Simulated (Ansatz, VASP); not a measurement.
**HPbNO4 in VASP and in Ansatz**

```
H Pb N O
1.0
     4.12040   -0.00081   -0.01120
     0.00404    6.42722    0.05360
     0.02791    3.20707    7.74994
H Pb N O
2 2 2 8
Direct
  0.90366 0.21821 0.48851
  0.40337 0.78177 0.51142
  0.39455 0.30863 0.70725
  0.89489 0.69135 0.29266
  0.63409 0.19990 0.20730
  0.13386 0.80012 0.79275
  0.90829 0.32866 0.54369
  0.53792 0.39076 0.19497
  0.53483 0.11279 0.10602
  0.83718 0.08887 0.32672
  0.40817 0.67132 0.45624
  0.03774 0.60924 0.80520
  0.03429 0.88737 0.89397
  0.33716 0.91101 0.67330
```

Alike in both runs: functional PBEsol; k mesh 5 × 4 × 3; occupations fermi-dirac, width 0.05 eV; no spin polarisation.

```csv
,VASP,Ansatz
version,VASP 6.6.1,Ansatz 0.2.0
potentials or method,"VASP PAW PBE potentials, release 64 (H, Pb_d, N, O), cutoff 520 eV","all-electron LAPW, scalar-relativistic"
task,single point,band structure
```

Ansatz gave:

* gap on the k mesh at the Fermi level (eV): 3.30
* least direct gap on the mesh (eV): 3.36
* pressure (GPa): -2.8
* traceless stress, the component that is largest in VASP (GPa): 0.03
* rms of the force components (eV/Å): 0.182

Estimate VASP's values.

gap on the k mesh at the Fermi level (eV): 3.27; least direct gap on the mesh (eV): 3.34; pressure (GPa): -2.1; traceless stress, the component that is largest in VASP (GPa): 0.30; rms of the force components (eV/Å): 0.135.

VASP's potentials were made for PBE, not for PBEsol. Atom by atom the forces differ by 0.172 eV/Å (rms over components). One of these differences is far larger than is usual between the two programs; its cause wasn't traced. Ansatz ran all-electron here, and VASP with PAW potentials.

Spin-orbit coupling is off throughout. Noted on VASP's run: the standard files for N, O and F lose accuracy on very short bonds.
